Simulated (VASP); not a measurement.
AgCl:

```
Ag Cl
1.0
     0.09447    2.86766    2.86766
     2.86766    0.09447    2.86766
     2.86766    2.86766    0.09447
Ag Cl
1 1
Cartesian
  0.0000 0.0000 0.0000
  2.9149 2.9149 2.9149
```

This cell differs from its parent crystal: strain along [111] +5.1%.

Base run:

* Program: VASP 6.6.1
* Functional: r2SCAN
* Potentials or basis: VASP PAW PBE potentials, release 64 (Ag, Cl)
* Cutoff: 520 eV
* k mesh: 8 × 8 × 8
* Occupations: gaussian, width 0.01 eV
* Spin: no spin polarisation

Its results: band gap on the k mesh 1.38 eV (least direct gap 3.50 eV); pressure -2.4 GPa.

Q: The run is repeated on the same cell with these changes: functional from r2SCAN to PBE; occupations from gaussian, width 0.01 eV to fermi-dirac, width 0.02 eV. What comes out?

A: Band gap on the k mesh 0.88 eV (least direct gap 2.96 eV); pressure -0.8 GPa.

Caveats: the PAW data sets were made with another functional, which shifts forces and pressure a little (at least some runs).

A k mesh can miss the band edges.
